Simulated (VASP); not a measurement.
# SiNi3 (P4mm) in VASP: a series of runs

Runs on SiNi3. Level: PBE. Tasks: single point.

Everything below comes from runs of VASP 6.6.1. Logs are shortened: lines on timing, memory, paths and dates and some standing lists are left out, and cuts for length are marked.

### 1 The cell of the first run

It takes space group P4mm (No. 99, tetragonal). Conventional cell: a = 3.506 Å, b = 3.506 Å, c = 3.506 Å, α = 90.00°, β = 90.00°, γ = 90.00°. Within 3.1 Å of Si (site symmetry 4mm) lie 12 Ni at 2.31 to 2.66 Å. Ni (site symmetry 2mm) has 4 Si at 2.31 to 2.66 Å and 8 Ni at 2.48 Å within 3.1 Å. Ni (site symmetry 4mm) has 8 Ni at 2.48 Å and 4 Si at 2.49 Å within 3.3 Å.

### 2 Single point, PBE (all Ni atoms moved -0.250 Å, as atom 2 along Cartesian [0 1 0])

INCAR reads:

```
SYSTEM = SiNi3
ALGO     = Fast           ! electronic algorithm
EDIFF    = 1E-6           ! SCF threshold, eV
ENCUT    = 520            ! plane-wave cutoff, eV
GGA      = PE             ! functional
ISIF     = 2              ! what is computed and relaxed
ISMEAR   = 0              ! smearing method
LASPH    = .True.         ! aspherical terms in the spheres
LCHARG   = .False.        ! write CHGCAR
LREAL    = .False.        ! projectors in reciprocal space
LWAVE    = .False.        ! write WAVECAR
NBANDS   = 25             ! bands
NELM     = 60             ! most SCF steps
PREC     = Accurate       ! precision mode
SIGMA    = 0.15           ! smearing width, eV
```

KPOINTS reads:

```
k-points
0
Gamma
  14 14 14
  0 0 0
```

POSCAR reads:

```
SiNi3
1.0
    3.5062596291      0.0000000000      0.0000000000
    0.0000000000      3.5062596291      0.0000000000
    0.0000000000      0.0000000000      3.5062596291
Si Ni
1 3
Direct
    0.0000000000      0.0000000000      0.0000000000
    0.0000000000      0.4286989480      0.5000000000
    0.5000000000     -0.0713010520      0.5000000000
    0.5000000000      0.4286989480      0.0000000000
```

Potentials or basis: VASP PAW PBE potentials, release 64 (Si, Ni).

Launch:

```sh
cat potpaw_PBE.64/Si/POTCAR potpaw_PBE.64/Ni/POTCAR > POTCAR
mpirun -np 1 vasp_std > vasp.out
```

OUTCAR:

```text
SYSTEM = SiNi3
   EDIFF = 1E-6
   ENCUT = 520
   GGA = PE
   ISIF = 2
   ISMEAR = 0
   LASPH = .True.
   LREAL = .False.
   NELM = 60
   PREC = Accurate

 ion  position               nearest neighbor table
   1  0.000  0.000  0.000-   2 2.31   4 2.31   2 2.31   4 2.31   3 2.49   3 2.49   3 2.49   3 2.49
                             2 2.66   4 2.66   2 2.66   4 2.66
   2  0.000  0.429  0.500-   1 2.31   1 2.31   4 2.48   3 2.48   4 2.48   3 2.48   3 2.48   4 2.48
                             4 2.48   3 2.48   1 2.66   1 2.66
   3  0.500  0.929  0.500-   2 2.48   4 2.48   4 2.48   2 2.48   4 2.48   4 2.48   2 2.48   2 2.48
                             1 2.49   1 2.49   1 2.49   1 2.49
   4  0.500  0.429  0.000-   1 2.31   1 2.31   3 2.48   2 2.48   3 2.48   3 2.48   3 2.48   2 2.48
                             2 2.48   2 2.48   1 2.66   1 2.66

  LATTYP: Found a simple cubic cell.
 ALAT       =     3.5062596291

  Lattice vectors:

 A1 = (   3.5062596291,   0.0000000000,   0.0000000000)
 A2 = (   0.0000000000,   3.5062596291,   0.0000000000)
 A3 = (   0.0000000000,   0.0000000000,   3.5062596291)

Analysis of symmetry for initial positions (statically):
=====================================================================
 Subroutine PRICEL returns:
 Original cell was already a primitive cell.

 Routine SETGRP: Setting up the symmetry group for a
 simple cubic supercell.

 Subroutine GETGRP returns: Found  8 space group operations
 (whereof  8 operations were pure point group operations)
 out of a pool of 48 trial point group operations.

The static configuration has the point symmetry C_4v.

Analysis of symmetry for dynamics (positions and initial velocities):
=====================================================================
 Subroutine PRICEL returns:
 Original cell was already a primitive cell.

 Routine SETGRP: Setting up the symmetry group for a
 simple cubic supercell.

 Subroutine GETGRP returns: Found  8 space group operations
 (whereof  8 operations were pure point group operations)
 out of a pool of 48 trial point group operations.

The dynamic configuration has the point symmetry C_4v.

 Subroutine INISYM returns: Found  8 space group operations
 (whereof  8 operations are pure point group operations),
 and found     1 'primitive' translations

----------------------------------------------------------------------------------------

                                     Primitive cell

[... 95 lines left out ...]
   LREAL  =      F    real-space projection
   EDIFFG = 0.1E-04   stopping-criterion for IOM
   NSW    =      0    number of steps for IOM
   IBRION =     -1    ionic relax: 0-MD 1-quasi-New 2-CG
   NFREE  =      0    steps in history (QN), initial steepest desc. (CG)
   ISIF   =      2    stress and relaxation
   ISYM   =      2    0-nonsym 1-usesym 2-fastsym
   POTIM  = 0.5000    time-step for ionic-motion
   TEBEG  =    0.0;   TEEND  =   0.0 temperature during run
   PSTRESS=    0.0 pullay stress
   NELECT =      34.0000    total number of electrons
   NUPDOWN=      -1.0000    fix difference up-down
   EMIN   =  10.00;   EMAX   =-10.00  energy-range for DOS
   EFERMI =   0.00;   METHOD = LEGACY
   ISMEAR =     0;   SIGMA  =   0.15  broadening in eV -4-tet -1-fermi 0-gaus
   EFERMI_NEDOS =   21; number of points for ismear=-14 and -15
   IALGO  =     68    algorithm
   IMIX   =      4    mixing-type and parameters
     AMIX     =   0.40;   BMIX     =  1.00
     AMIX_MAG =   1.60;   BMIX_MAG =  1.00
  volume/ion in A,a.u.               =      10.78        72.72
  Fermi-wavevector in a.u.,A,eV,Ry     =   1.512599  2.858397 31.129517  2.287955
  Thomas-Fermi vector in A             =   2.622502
   LORBIT       =      0    0 simple, 1 ext, 2 COOP (PROOUT), +10 PAW based schemes
   GGA     = PE    functional components
   LHFCALC =     F    Hartree Fock is set to
   AEXX    =    0.0000 exact exchange contribution
   IVDW    =     0    specifies the selected vdW correction
   LEPSILON=     F    determine dielectric tensor
   LRPA    =     F    only Hartree local field effects (RPA)
 non-spin polarized calculation
 RMM-DIIS sequential band-by-band and
 Gauss-broadening in eV      SIGMA  =   0.15
  energy-cutoff  :      520.00
  volume of cell :       43.11
 maximum number of plane-waves:      1189
 NGX is ok and might be reduce to    28
   NGX = 13   NGY = 13   NGZ = 13

 number of electron      33.9999979 magnetization

 Free energy of the ion-electron system (eV)
  ---------------------------------------------------
  ext. energy  EPLUGINS =         0.00000000
  ---------------------------------------------------
  free energy    TOTEN  =       -23.51913475 eV

  energy without entropy =      -23.49930733  energy(sigma->0) =      -23.50922104

 E-fermi :  10.6537     XC(G=0): -13.0825

 val. band max:       10.6469051825   @ k =   0.0714   0.0000   0.0714
 cond. band min:      10.6633173344   @ k =   0.4286   0.3571   0.4286
 fundamental gap:      0.0164121519
 Fermi energy:        10.6537103872

 k-point     1 :       0.0000    0.0000    0.0000
  band No.  band energies     occupation
      1      -1.2819      2.00000
      2       5.7598      2.00000
      3       6.3454      2.00000
      4       6.6339      2.00000
      5       7.0089      2.00000
      6       7.0089      2.00000
[... 661 lines left out ...]
     24      19.4223      0.00000
     25      21.5246      0.00000

 [... further k-points ...]

------------------------ aborting loop because EDIFF is reached ----------------------------------------

  FORCE on cell =-STRESS in cart. coord.  units (eV):
  Direction    XX          YY          ZZ          XY          YZ          ZX
  --------------------------------------------------------------------------------------
  -------------------------------------------------------------------------------------
  Total        0.8019212      1.0708026      0.8019212      0.0000000      0.0000000     -0.0000000
  in kB       29.8064363     39.8004303     29.8064363      0.0000000      0.0000000     -0.0000000
  external PRESSURE =      33.1377677 kB  Pullay stress =       0.0000000 kB

 VOLUME and BASIS-vectors are now :
 -----------------------------------------------------------------------------
  energy-cutoff  :      520.00
  volume of cell :       43.11
      direct lattice vectors                 reciprocal lattice vectors
     3.506259629  0.000000000  0.000000000     0.285204208  0.000000000  0.000000000
     0.000000000  3.506259629  0.000000000     0.000000000  0.285204208  0.000000000
     0.000000000  0.000000000  3.506259629     0.000000000  0.000000000  0.285204208

 POSITION                                       TOTAL-FORCE (eV/Angst)
 -----------------------------------------------------------------------------------
      0.00000      0.00000      0.00000        -0.000000     -1.471394      0.000000
      0.00000      1.50313      1.75313        -0.000000      0.778516     -0.000000
      1.75313      3.25626      1.75313         0.000000     -0.085637     -0.000000
      1.75313      1.50313      0.00000        -0.000000      0.778516     -0.000000
 -----------------------------------------------------------------------------------
    total drift:                                0.000000      0.000362      0.000001

  FREE ENERGIE OF THE ION-ELECTRON SYSTEM (eV)
  ---------------------------------------------------
  free  energy   TOTEN  =       -23.5191347491 eV

  energy  without entropy=      -23.4993073299  energy(sigma->0) =      -23.50922104
```

OSZICAR:

```text
N       E                     dE             d eps       ncg     rms          rms(c)
DAV:   1     0.201399378147E+03    0.20140E+03   -0.15266E+04 14488   0.182E+03
DAV:   2    -0.161724236342E+02   -0.21757E+03   -0.20524E+03 14401   0.330E+02
DAV:   3    -0.270767237507E+02   -0.10904E+02   -0.10504E+02 16358   0.969E+01
DAV:   4    -0.272694280650E+02   -0.19270E+00   -0.19227E+00 16727   0.116E+01
DAV:   5    -0.272753908800E+02   -0.59628E-02   -0.59619E-02 17715   0.192E+00    0.197E+01
RMM:   6    -0.270933142920E+02    0.18208E+00   -0.34849E+01 15835   0.672E+01    0.180E+01
RMM:   7    -0.236369203817E+02    0.34564E+01   -0.96374E+00 14769   0.370E+01    0.466E+00
RMM:   8    -0.239296343403E+02   -0.29271E+00   -0.63012E-01 15819   0.808E+00    0.718E+00
RMM:   9    -0.235229985134E+02    0.40664E+00   -0.35989E-01 15432   0.670E+00    0.596E-01
RMM:  10    -0.235195477946E+02    0.34507E-02   -0.29721E-02 16196   0.130E+00    0.359E-01
RMM:  11    -0.235190209859E+02    0.52681E-03   -0.84787E-03 17946   0.774E-01    0.204E-01
RMM:  12    -0.235190567045E+02   -0.35719E-04   -0.22671E-03 17469   0.444E-01    0.920E-02
RMM:  13    -0.235191354433E+02   -0.78739E-04   -0.96007E-04 21039   0.179E-01    0.462E-02
RMM:  14    -0.235191296468E+02    0.57964E-05   -0.10785E-04 16279   0.968E-02    0.127E-02
RMM:  15    -0.235191344144E+02   -0.47675E-05   -0.52146E-05 20438   0.459E-02    0.656E-03
RMM:  16    -0.235191347491E+02   -0.33472E-06   -0.37252E-06 11774   0.121E-02
   1 F= -.23519135E+02 E0= -.23509221E+02  d E =-.198274E-01
```

Run time: 2.2 min. Hardware: 1 thread of Intel Xeon 6975P-C (Granite Rapids), shared host; peak memory 0.35 GiB.

What came out:

* Free energy: -23.5191 eV
* Pressure: 3.3 GPa
* Largest force: 1.471 eV/Å
* Band gap on the k mesh: zero (bands 17 and 18 overlap by 0.27 eV)

Forces on the atoms (eV/Å):
```
Si   0.000 -1.471  0.000
Ni   0.000  0.779  0.000
Ni   0.000 -0.086  0.000
Ni   0.000  0.779  0.000
```

Stress tensor (GPa, compression positive):
```
2.98 0.00 0.00
0.00 3.98 0.00
0.00 0.00 2.98
```

Levels at points of the mesh, in eV from the Fermi level:
| k point | band 15 | band 16 | band 17 | band 18 | band 19 | band 20 |
| --- | --- | --- | --- | --- | --- | --- |
| (0.00, 0.00, 0.00) | -0.46 | -0.33 | -0.03 | 0.02 | 0.02 | 4.62 |
| (0.50, 0.00, 0.00) | -1.19 | -0.57 | 0.02 | 3.34 | 3.65 | 5.26 |
| (0.00, 0.50, 0.00) | -1.19 | -0.63 | -0.03 | 3.59 | 3.59 | 5.27 |
| (0.50, 0.50, 0.00) | -1.14 | -1.08 | -0.97 | 0.65 | 0.69 | 5.48 |
| (0.50, 0.00, 0.50) | -1.21 | -1.00 | -0.98 | 0.62 | 0.62 | 4.59 |
| (0.50, 0.50, 0.50) | -1.19 | -0.45 | -0.25 | -0.25 | -0.22 | 1.16 |

Caveat: the cell differs from its parent crystal (all Ni atoms moved -0.250 Å, as atom 2 along Cartesian [0 1 0]); the cell stands under pressure; forces of over 1 eV/Å act on the atoms, so gaps and moduli don't describe the material at rest.

(Part 1 of 2 ends here.)
